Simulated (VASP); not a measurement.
Input of a VASP 6.6.1 run:

The input INCAR:

```
PREC     = Accurate       # precision mode
ENCUT    = 520            # plane-wave cutoff, eV
EDIFF    = 1E-7           # SCF threshold, eV
ISMEAR   = -1             # smearing method
SIGMA    = 0.05           # smearing width, eV
LREAL    = F              # projectors in reciprocal space
LASPH    = T              # aspherical terms in the spheres
NELM     = 60             # most SCF steps
ALGO     = Normal         # electronic algorithm
ISIF     = 2              # what is computed and relaxed
LWAVE    = F              # write WAVECAR
LCHARG   = F              # write CHGCAR
GGA      = PE             # functional
IVDW     = 12             # dispersion correction
NBANDS   = 21             # bands
```

File KPOINTS:

```
regular mesh
0
Gamma
  7 7 7
```

POSCAR

```
Sn
1.0
    0.0000000000      3.2868964991      3.2868964991
    3.2868964991      0.0000000000      3.2868964991
    3.2868964991      3.2868964991      0.0000000000
Sn
2
Direct
    0.7500000000      0.7500000000      0.7500000000
    0.5000000000      0.5000000000      0.5000000000
```

Potentials or basis: VASP PAW PBE potentials, release 64 (Sn_d).

Run with:

```sh
$ cat potpaw_PBE.64/Sn_d/POTCAR > POTCAR
$ mpirun -np 1 vasp_std > vasp.out
```

(1) Predict the dispersion energy per atom.

(2) Predict the pressure.

## Answers

(1) -0.295 eV.

(2) 0.0 GPa.
